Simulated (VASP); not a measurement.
Crystal: Ta.

```xyz
2
Lattice="2.9004 0.0000 0.0000 -1.4502 2.5118 0.0000 0.0000 0.0000 5.1663" Properties=species:S:1:pos:R:3 pbc="T T T"
Ta    1.4502    0.8373    3.8747
Ta    0.0000    1.6745    1.2916
```

This isn't the form of Ta at room conditions, which is bcc.

| Property | Result |
| --- | --- |
| Program | VASP 6.6.1 |
| Task | relaxation of cell and atoms |
| Functional | BLYP |
| Dispersion | D3(BJ) |
| Potentials or basis | VASP PAW PBE potentials, release 64 (Ta_sv_GW) |
| Cutoff | 500 eV |
| k mesh | 11 × 11 × 6 |
| Occupations | gaussian, width 0.1 eV |
| Spin | no spin polarisation |

At the start: pressure -9.2 GPa; volume 18.82 Å³/atom.

Problem. Where does the relaxation end?

Solution. Over 8 steps the energy falls by 26.6 meV/atom and the volume is 17.93 Å³/atom (-4.7 %); space group P6_3/mmc (No. 194, to 0.1 Å) before and after.

Step by step:
```
step  energy change (eV)  largest force (eV/Å)  pressure (GPa)  volume (Å³)
   1              0.0000                0.0000           -9.25        37.64
   2              0.2699                0.0000           29.08        32.02
   3             -0.0531                0.0000           -0.45        35.95
   4             -0.0532                0.0000           -0.05        35.88
   5             -0.0532                0.0000            0.15        35.84
   6             -0.0532                0.0000           -0.31        35.92
   7             -0.0532                0.0000           -0.09        35.87
   8             -0.0532                0.0000            0.02        35.87
```

Final structure:
```yaml
crystal:
  lattice:
    - [2.85185, 0.00000, 0.00000]
    - [-1.42593, 2.46978, 0.00000]
    - [0.00000, 0.00000, 5.09201]
  atoms:
    - { symbol: Ta, position: [0.66667, 0.33333, 0.75000] }
    - { symbol: Ta, position: [0.33333, 0.66667, 0.25000] }
```

Caveat: the dispersion term is far too large for a dense solid, which distorts pressure and volume; the PAW data sets were made with another functional, which shifts forces and pressure a little.
